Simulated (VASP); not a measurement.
Here is a VASP 6.6.1 calculation.

File INCAR:

```
PREC = Accurate
ENCUT = 500
EDIFF = 1E-8
ISMEAR = -1
SIGMA = 0.15
LREAL = False
LASPH = True
NELM = 120
ALGO = Normal
ISIF = 2
LWAVE = False
LCHARG = False
GGA = CA
IBRION = 8
NSW = 1
GGA_COMPAT = False
```

The input KPOINTS:

```
Automatic mesh
0
Gamma
  12 12 12
```

The input POSCAR:

```
HgTe
1.0
    0.0000000000      2.9922763284      2.9922763284
    2.9922763284      0.0000000000      2.9922763284
    2.9922763284      2.9922763284      0.0000000000
Hg Te
1 1
Direct
    0.0000000000      0.0000000000      0.0000000000
    0.7500000000      0.7500000000      0.7500000000
```

Potentials or basis: VASP PAW LDA potentials, release 64 (Hg, Te).

Run with:

```bash
$ cat potpaw_LDA.64/Hg/POTCAR potpaw_LDA.64/Te/POTCAR > POTCAR
$ mpirun -np 1 vasp_std > vasp.out
```

(1) Estimate the highest phonon frequency at Γ, LO-TO splitting left out.

Results:

(1) 182 cm⁻¹.

Caveat: the cell stands under pressure or tension, which shifts response properties.
